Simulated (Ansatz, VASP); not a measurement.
C: VASP beside Ansatz

Contents of INCAR:

```
SYSTEM = C
PREC = Accurate
ENCUT = 520
EDIFF = 1E-6
ISMEAR = -1
SIGMA = 0.05
LREAL = .False.
LASPH = .True.
NELM = 60
ALGO = Normal
ISIF = 2
LWAVE = .False.
LCHARG = .False.
GGA = PS
NBANDS = 11
```

File KPOINTS:

```
regular mesh
0
Gamma
  13 13 13
  0 0 0
```

Contents of POSCAR:

```
C
1.0
    0.0000000000      1.7951807415      1.7951807415
    1.7951807415      0.0000000000      1.7951807415
    1.7951807415      1.7951807415      0.0000000000
C
2
Direct
    0.7500000000      0.7500000000      0.7500000000
    0.5000000000      0.5000000000      0.5000000000
```

input.yaml

```yaml
crystal:
  lattice:
    - [0.0, 1.7951807415, 1.7951807415]
    - [1.7951807415, 0.0, 1.7951807415]
    - [1.7951807415, 1.7951807415, 0.0]
  atoms:
    - { symbol: C, position: [0.75, 0.75, 0.75] }
    - { symbol: C, position: [0.5, 0.5, 0.5] }
kpoints:
  mp_grid: { grid: [13, 13, 13] }
scf:
  occupations: { method: fermi_dirac, width: 0.05 }
hamiltonian:
  xc: pbesol
  pseudopotentials: { kind: all_electron, lapw: { basis_error: 0.0005 } }
output:
  forces: true
  stress: true
  eigenvalues: true
```

Change from the starting cell: volume scaled by 1.02.

Alike in both runs: task single point; functional PBEsol; k mesh 13 × 13 × 13; occupations fermi-dirac, width 0.05 eV; no spin polarisation.

```csv
,VASP,Ansatz
version,VASP 6.6.1,Ansatz 0.2.0
potentials or method,"VASP PAW PBE potentials, release 64 (C), cutoff 520 eV","all-electron LAPW, scalar-relativistic"
```

```tsv
	VASP	Ansatz	Ansatz less VASP
gap on the k mesh at the Fermi level (eV)	3.97	3.97	+0.005
least direct gap on the mesh (eV)	5.48	5.49	+0.006
pressure (GPa)	-12.1	-13.0	-0.93
```

VASP's potentials were made for PBE, not for PBEsol. Ansatz ran all-electron here, and VASP with PAW potentials.
